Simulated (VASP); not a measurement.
# Bi (R-3m) in VASP: a series of runs

Runs on Bi. Level: PBEsol. Tasks: single point, relaxation of volume and atoms at fixed shape.

All numbers are computed with VASP 6.6.1; they aren't measurements. Logs are shortened: lines on timing, memory, paths and dates and some standing lists are left out, and cuts for length are marked.

**1. The cell of the first run**

It takes space group R-3m (No. 166, trigonal). The conventional cell has a = 4.519 Å, b = 4.519 Å, c = 11.773 Å, α = 90.00°, β = 90.00°, γ = 120.00°. Bi (site symmetry 3m) has 6 Bi at 3.06 to 3.49 Å within 4.0 Å.

**2. Single point, PBEsol**

File INCAR:

```
SYSTEM = Bi
ALGO = Normal ; EDIFF = 1E-6
ENCUT = 520 ; GGA = PS
ISIF = 2 ; ISMEAR = -1
LASPH = .TRUE. ; LCHARG = .FALSE.
LREAL = .FALSE. ; LWAVE = .FALSE.
NBANDS = 22 ; NELM = 60
PREC = Accurate ; SIGMA = 0.1
```

File KPOINTS:

```
k-points
0
G
  6 6 6
  0 0 0
```

File POSCAR:

```
Bi
1.0
    2.2596150022      1.3045894959      3.9243060582
   -2.2596150022      1.3045894959      3.9243060582
    0.0000000000     -2.6091784935      3.9243062239
Bi
2
Direct
    0.2348568847      0.2348568847      0.2348568847
    0.7651431153      0.7651431153      0.7651431153
```

Potentials or basis: VASP PAW PBE potentials, release 64 (Bi_d).

Started as:

```
$ cat potpaw_PBE.64/Bi_d/POTCAR > POTCAR
$ mpirun -np 1 vasp_std > vasp.out
```

OUTCAR:

```text
SYSTEM = Bi
   EDIFF = 1E-6
   ENCUT = 520
   GGA = PS
   ISIF = 2
   ISMEAR = -1
   LASPH = .TRUE.
   LREAL = .FALSE.
   NELM = 60
   PREC = Accurate

 ion  position               nearest neighbor table
   1  0.235  0.235  0.235-   2 3.06   2 3.06   2 3.06   2 3.49   2 3.49   2 3.49
   2  0.765  0.765  0.765-   1 3.06   1 3.06   1 3.06   1 3.49   1 3.49   1 3.49

  LATTYP: Found a trigonal (rhomboedric) cell.
 ALAT       =     4.7125355966
 COS(alpha) =     0.5401781471

  Lattice vectors:

 A1 = (   2.2596150022,   1.3045894959,   3.9243060582)
 A2 = (  -2.2596150022,   1.3045894959,   3.9243060582)
 A3 = (   0.0000000000,  -2.6091784935,   3.9243062239)

Analysis of symmetry for initial positions (statically):
=====================================================================
 Subroutine PRICEL returns:
 Original cell was already a primitive cell.

 Routine SETGRP: Setting up the symmetry group for a
 trigonal (rhombohedral) supercell.

 Subroutine GETGRP returns: Found 12 space group operations
 (whereof 12 operations were pure point group operations)
 out of a pool of 12 trial point group operations.

The static configuration has the point symmetry D_3d.

Analysis of symmetry for dynamics (positions and initial velocities):
=====================================================================
 Subroutine PRICEL returns:
 Original cell was already a primitive cell.

 Routine SETGRP: Setting up the symmetry group for a
 trigonal (rhombohedral) supercell.

 Subroutine GETGRP returns: Found 12 space group operations
 (whereof 12 operations were pure point group operations)
 out of a pool of 12 trial point group operations.

The dynamic configuration has the point symmetry D_3d.

 Subroutine INISYM returns: Found 12 space group operations
 (whereof 12 operations are pure point group operations),
 and found     1 'primitive' translations

----------------------------------------------------------------------------------------

                                     Primitive cell

  volume of cell :      69.4101

  direct lattice vectors                    reciprocal lattice vectors
     2.259615002  1.304589496  3.924306058     0.221276633  0.127754127  0.084940701
    -2.259615002  1.304589496  3.924306058    -0.221276633  0.127754127  0.084940701
     0.000000000 -2.609178493  3.924306224     0.000000000 -0.255508244  0.084940717

  length of vectors
     4.712535597  4.712535597  4.712535597     0.269257104  0.269257104  0.269257104

  position of ions in fractional coordinates (direct lattice)
     0.234856885  0.234856885  0.234856885
     0.765143115  0.765143115  0.765143115

  ion indices of the primitive-cell ions
   primitive index   ion index
                 1           1
                 2           2

----------------------------------------------------------------------------------------

 KPOINTS: k-points

Automatic generation of k-mesh.
 Grid dimensions read from file:
 generate k-points for:    6    6    6

 Generating k-lattice:

  Cartesian coordinates                     Fractional coordinates (reciprocal lattice)
     0.036879439  0.021292355  0.014156783     0.166666667  0.000000000  0.000000000
    -0.036879439  0.021292355  0.014156783     0.000000000  0.166666667  0.000000000
     0.000000000 -0.042584707  0.014156786    -0.000000000 -0.000000000  0.166666667

  Length of vectors
     0.044876184  0.044876184  0.044876184

  Shift w.r.t. Gamma in fractional coordinates (k-lattice)
     0.000000000  0.000000000  0.000000000

 Subroutine IBZKPT returns following result:
 ===========================================

 Found     32 irreducible k-points:

 Following reciprocal coordinates:
            Coordinates               Weight
  0.000000  0.000000  0.000000      1.000000
  0.166667 -0.000000 -0.000000      6.000000
  0.333333 -0.000000 -0.000000      6.000000
  0.500000 -0.000000 -0.000000      3.000000
  0.166667  0.166667 -0.000000      6.000000
  0.333333  0.166667 -0.000000     12.000000
[... 16 lines left out ...]
  0.500000  0.500000  0.166667      6.000000
 -0.333333  0.500000  0.166667     12.000000
 [... further k-points ...]
   k-points           NKPTS =     32   k-points in BZ     NKDIM =     32   number of bands    NBANDS=     22
   number of dos      NEDOS =    301   number of ions     NIONS =      2
   total plane-waves  NPLWV =  46656
   dimension x,y,z NGX =    36 NGY =   36 NGZ =   36
   dimension x,y,z NGXF=    72 NGYF=   72 NGZF=   72
   ions per type =               2
   NGX,Y,Z   is equivalent  to a cutoff of  12.70, 12.70, 12.70 a.u.
   NGXF,Y,Z  is equivalent  to a cutoff of  25.40, 25.40, 25.40 a.u.
 SYSTEM =  Bi
   PREC   = accura    normal or accurate (medium, high low for compatibility)
   ISTART =      0    job   : 0-new  1-cont  2-samecut
   ICHARG =      2    charge: 1-file 2-atom 10-const
   ISPIN  =      1    spin polarized calculation?
   LNONCOLLINEAR =      F non collinear calculations
   LSORBIT =      F    spin-orbit coupling
   LASPH  =      T    aspherical Exc in radial PAW
   ENCUT  =  520.0 eV  38.22 Ry    6.18 a.u.   8.76  8.76  8.76*2*pi/ulx,y,z
   NELM   =     60;   NELMIN=  2; NELMDL= -5     # of ELM steps
   EDIFF  = 0.1E-05   stopping-criterion for ELM
   LREAL  =      F    real-space projection
   EDIFFG = 0.1E-04   stopping-criterion for IOM
   NSW    =      0    number of steps for IOM
   IBRION =     -1    ionic relax: 0-MD 1-quasi-New 2-CG
   NFREE  =      0    steps in history (QN), initial steepest desc. (CG)
   ISIF   =      2    stress and relaxation
   ISYM   =      2    0-nonsym 1-usesym 2-fastsym
   POTIM  = 0.5000    time-step for ionic-motion
   TEBEG  =    0.0;   TEEND  =   0.0 temperature during run
   PSTRESS=    0.0 pullay stress
   NELECT =      30.0000    total number of electrons
   NUPDOWN=      -1.0000    fix difference up-down
   EMIN   =  10.00;   EMAX   =-10.00  energy-range for DOS
   EFERMI =   0.00;   METHOD = LEGACY
   ISMEAR =    -1;   SIGMA  =   0.10  broadening in eV -4-tet -1-fermi 0-gaus
   EFERMI_NEDOS =   21; number of points for ismear=-14 and -15
   IALGO  =     38    algorithm
   IMIX   =      4    mixing-type and parameters
     AMIX     =   0.40;   BMIX     =  1.00
     AMIX_MAG =   1.60;   BMIX_MAG =  1.00
  volume/ion in A,a.u.               =      34.71       234.20
  Fermi-wavevector in a.u.,A,eV,Ry     =   1.237773  2.339052 20.845252  1.532083
  Thomas-Fermi vector in A             =   2.372326
   LORBIT       =      0    0 simple, 1 ext, 2 COOP (PROOUT), +10 PAW based schemes
   GGA     = PS    functional components
   LHFCALC =     F    Hartree Fock is set to
   AEXX    =    0.0000 exact exchange contribution
   IVDW    =     0    specifies the selected vdW correction
   LEPSILON=     F    determine dielectric tensor
   LRPA    =     F    only Hartree local field effects (RPA)
 non-spin polarized calculation
  energy-cutoff  :      520.00
  volume of cell :       69.41
 maximum number of plane-waves:      1899
   NGX = 17   NGY = 17   NGZ = 17

 number of electron      30.0000002 magnetization

 Free energy of the ion-electron system (eV)
  ---------------------------------------------------
  ext. energy  EPLUGINS =         0.00000000
  ---------------------------------------------------
  free energy    TOTEN  =        -8.63066555 eV

  energy without entropy =       -8.62035042  energy(sigma->0) =       -8.62550799

 E-fermi :   6.3430     XC(G=0):  -9.7661

 val. band max:        6.2305273972   @ k =  -0.3333   0.5000   0.3333
 cond. band min:       6.7786792998   @ k =   0.5000  -0.0000  -0.0000
 fundamental gap:      0.5481519026
 Fermi energy:         6.3429551987

 k-point     1 :       0.0000    0.0000    0.0000
  band No.  band energies     occupation
      1     -16.5502      2.00000
      2     -16.5502      2.00000
      3     -16.3924      2.00000
      4     -16.3924      2.00000
      5     -16.3788      2.00000
      6     -16.2006      2.00000
[... 14 lines left out ...]
     21      12.0732      0.00000
     22      12.4174      0.00000

 k-point     2 :       0.1667   -0.0000   -0.0000
  band No.  band energies     occupation
      1     -16.5289      2.00000
      2     -16.5235      2.00000
      3     -16.3835      2.00000
      4     -16.3767      2.00000
      5     -16.3645      2.00000
      6     -16.2142      2.00000
[... 14 lines left out ...]
     21      12.4395      0.00000
     22      14.2680      0.00000

 k-point     3 :       0.3333   -0.0000   -0.0000
  band No.  band energies     occupation
      1     -16.4773      2.00000
      2     -16.4509      2.00000
      3     -16.3649      2.00000
      4     -16.3358      2.00000
      5     -16.3236      2.00000
      6     -16.2590      2.00000
[... 14 lines left out ...]
     21      13.8487      0.00000
     22      16.6538      0.00000

 k-point     4 :       0.5000   -0.0000   -0.0000
  band No.  band energies     occupation
      1     -16.4426      2.00000
      2     -16.3736      2.00000
      3     -16.3528      2.00000
      4     -16.3326      2.00000
      5     -16.2942      2.00000
      6     -16.2792      2.00000
[... 14 lines left out ...]
     21      15.4463      0.00000
     22      15.6899      0.00000

 k-point     5 :       0.1667    0.1667   -0.0000
  band No.  band energies     occupation
      1     -16.5466      2.00000
      2     -16.4963      2.00000
      3     -16.3928      2.00000
      4     -16.3684      2.00000
      5     -16.3572      2.00000
      6     -16.2201      2.00000
[... 14 lines left out ...]
     21      13.1441      0.00000
     22      13.3081      0.00000

 k-point     6 :       0.3333    0.1667   -0.0000
  band No.  band energies     occupation
      1     -16.5209      2.00000
      2     -16.4379      2.00000
      3     -16.3791      2.00000
      4     -16.3490      2.00000
      5     -16.3226      2.00000
      6     -16.2547      2.00000
[... 14 lines left out ...]
     21      14.3736      0.00000
     22      15.2207      0.00000

 k-point     7 :       0.5000    0.1667   -0.0000
  band No.  band energies     occupation
      1     -16.4738      2.00000
      2     -16.3857      2.00000
      3     -16.3453      2.00000
      4     -16.3334      2.00000
      5     -16.3025      2.00000
      6     -16.2786      2.00000
[... 324 lines left out ...]
      6     -16.2539      2.00000
[... 14 lines left out ...]
     21      14.7616      0.00000
     22      15.3482      0.00000

 k-point    21 :      -0.3333    0.3333    0.1667
  band No.  band energies     occupation
      1     -16.4819      2.00000
      2     -16.4097      2.00000
      3     -16.3573      2.00000
      4     -16.3338      2.00000
      5     -16.2892      2.00000
      6     -16.2781      2.00000
[... 14 lines left out ...]
     21      16.1089      0.00000
     22      16.3708      0.00000

 k-point    22 :      -0.1667    0.3333    0.1667
  band No.  band energies     occupation
      1     -16.5078      2.00000
      2     -16.3807      2.00000
      3     -16.3656      2.00000
      4     -16.3281      2.00000
      5     -16.3041      2.00000
      6     -16.2774      2.00000
[... 14 lines left out ...]
     21      14.8189      0.00000
     22      15.5041      0.00000

 k-point    23 :       0.5000    0.5000    0.1667
  band No.  band energies     occupation
      1     -16.5180      2.00000
      2     -16.4137      2.00000
      3     -16.3910      2.00000
      4     -16.3160      2.00000
      5     -16.3084      2.00000
      6     -16.2576      2.00000
[... 14 lines left out ...]
     21      15.6789      0.00000
     22      16.6319      0.00000

 k-point    24 :      -0.3333    0.5000    0.1667
  band No.  band energies     occupation
      1     -16.5054      2.00000
      2     -16.4105      2.00000
      3     -16.3764      2.00000
      4     -16.3243      2.00000
      5     -16.2863      2.00000
      6     -16.2758      2.00000
[... 14 lines left out ...]
     21      16.3460      0.00000
     22      16.6689      0.00000

 [... further k-points ...]
[... 5 lines left out ...]
  --------------------------------------------------------------------------------------
  -------------------------------------------------------------------------------------
  Total       -0.0133870     -0.0133870     -0.0297539      0.0000000     -0.0000000      0.0000000
  in kB       -0.3090102     -0.3090102     -0.6868035      0.0000000     -0.0000000      0.0000000
  external PRESSURE =      -0.4349413 kB  Pullay stress =       0.0000000 kB

 VOLUME and BASIS-vectors are now :
 -----------------------------------------------------------------------------
  energy-cutoff  :      520.00
  volume of cell :       69.41
      direct lattice vectors                 reciprocal lattice vectors
     2.259615002  1.304589496  3.924306058     0.221276633  0.127754127  0.084940701
    -2.259615002  1.304589496  3.924306058    -0.221276633  0.127754127  0.084940701
     0.000000000 -2.609178493  3.924306224     0.000000000 -0.255508244  0.084940717

 POSITION                                       TOTAL-FORCE (eV/Angst)
 -----------------------------------------------------------------------------------
      0.00000      0.00000      2.76495         0.000000      0.000000      0.011449
      0.00000      0.00000      9.00797         0.000000     -0.000000     -0.011449
 -----------------------------------------------------------------------------------
    total drift:                                0.000000     -0.000000      0.000000

  FREE ENERGIE OF THE ION-ELECTRON SYSTEM (eV)
  ---------------------------------------------------
  free  energy   TOTEN  =        -8.6306655540 eV

  energy  without entropy=       -8.6203504180  energy(sigma->0) =       -8.62550799
```

It took 27 s on 1 thread of AMD EPYC 9R45 (Zen 5), shared host; peak memory 0.18 GiB.

What came out:

* Free energy: -8.6307 eV
* Pressure: 0.0 GPa
* Largest force: 0.011 eV/Å
* Band gap on the k mesh: zero (band 15 reaches 6.23 eV, above the bottom of band 16 at 6.05 eV)

Forces in eV/Å, atoms in the order of the input:
```
Bi   0.000  0.000  0.011
Bi   0.000  0.000 -0.011
```

Caveat: the PAW data sets were made with another functional, which shifts forces and pressure a little; spin-orbit coupling is left out, which moves the levels of the heavy elements.

**3. Relaxation of volume and atoms at fixed shape, PBEsol**

This run uses another cell than the first one, of 35.07 Å³/atom, 1.011 times its volume.

File INCAR:

```
PREC     = Accurate       # precision mode
ENCUT    = 600            # plane-wave cutoff, eV
EDIFF    = 1E-6           # SCF threshold, eV
ISMEAR   = -1             # smearing method
SIGMA    = 0.1            # smearing width, eV
LREAL    = False          # projectors in reciprocal space
LASPH    = True           # aspherical terms in the spheres
NELM     = 80             # most SCF steps
ALGO     = Normal         # electronic algorithm
ISIF     = 8              # what is computed and relaxed
LWAVE    = False          # write WAVECAR
LCHARG   = False          # write CHGCAR
GGA      = PS             # functional
IBRION   = 2              # ionic algorithm
NSW      = 80             # ionic steps
EDIFFG   = -0.01          # ionic threshold
```

File KPOINTS:

```
regular mesh
0
Gamma
  6 6 6
```

File POSCAR:

```
Bi
1.0
    2.2675000000      1.3091420000      3.9380000000
   -2.2675000000      1.3091420000      3.9380000000
    0.0000000000     -2.6182830000      3.9380000000
Bi
2
Direct
    0.2340000000      0.2340000000      0.2340000000
    0.7660000000      0.7660000000      0.7660000000
```

Potentials or basis: VASP PAW PBE potentials, release 64 (Bi_d).

Started as:

```
$ cat potpaw_PBE.64/Bi_d/POTCAR > POTCAR
$ mpirun -np 1 vasp_std > vasp.out
```

Wall time 92 s (1 thread of AMD EPYC 9R45 (Zen 5), shared host); peak memory 0.23 GiB.

Results (log left out):

* Free energy: -8.6314 eV
* Relaxed volume: 34.69 Å³/atom
* Relaxed cell: a = 4.712 Å, b = 4.712 Å, c = 4.712 Å, α = 57.30°, β = 57.30°, γ = 57.30°
* Space group after relaxing (to 0.05 Å): R-3m (No. 166)
* Energy gained by relaxing: 0.7 meV/atom
* Ionic steps: 5
* Pressure after relaxing: 0.0 GPa
* Largest force after relaxing: 0.008 eV/Å
* Band gap on the k mesh: zero (band 15 reaches 6.24 eV, above the bottom of band 16 at 6.06 eV)

Forces in eV/Å, atoms in the order of the input:
```
Bi   0.000  0.000  0.008
Bi   0.000  0.000 -0.008
```

Step by step:
```csv
step,energy change (eV),largest force (eV/Å),pressure (GPa),volume (Å³)
1,0.0000,0.0555,-0.29,70.14
2,-0.0007,0.0711,0.11,69.49
3,-0.0007,0.0726,0.12,69.51
4,-0.0012,0.0329,0.08,69.43
5,-0.0013,0.0082,-0.02,69.37
```

Final structure:
```
Bi
1.0
     2.25922    1.30436    3.92362
    -2.25922    1.30436    3.92362
     0.00000   -2.60872    3.92362
Bi
2
Direct
  0.23490 0.23490 0.23490
  0.76510 0.76510 0.76510
```

Levels at points of the mesh, in eV from the Fermi level:
```csv
k point,band 13,band 14,band 15,band 16,band 17,band 18
"(0.00, 0.00, 0.00)",-1.55,-1.24,-1.24,2.57,2.99,2.99
"(0.50, 0.00, 0.00)",-1.33,-1.16,-0.30,-0.29,0.43,0.93
"(0.50, 0.50, 0.00)",-4.82,-3.12,-2.97,2.32,4.99,5.43
"(0.50, 0.50, 0.50)",-0.92,-0.59,-0.59,0.62,0.62,0.68
```

Caveat: the PAW data sets were made with another functional, which shifts forces and pressure a little; spin-orbit coupling is left out, which moves the levels of the heavy elements.
